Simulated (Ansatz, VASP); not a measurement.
# One calculation of InP, two programs

```
In P
1.0
     0.00000    2.94719    2.94719
     2.94719    0.00000    2.94719
     2.94719    2.94719    0.00000
In P
1 1
Direct
  0.00000 0.00000 0.00000
  0.25000 0.25000 0.25000
```

Alike in both runs: task single point; functional PBE; dispersion D3(BJ); k mesh 8 × 8 × 8; occupations gaussian, width 0.02 eV; no spin polarisation.

```csv
,VASP,Ansatz
version,VASP 6.6.1,Ansatz 0.2.0
potentials or method,"VASP PAW PBE potentials, release 64 (In_d, P), cutoff 500 eV","scalar-relativistic, plane waves, PAW"
valence electrons in the cell,18,18
```

|  | VASP | Ansatz | Ansatz less VASP |
| --- | --- | --- | --- |
| gap on the k mesh at the Fermi level (eV) | 0.62 | 0.62 | +0.002 |
| least direct gap on the mesh (eV) | 0.62 | 0.62 | +0.002 |
| pressure (GPa) | -0.1 | 0.0 | +0.06 |
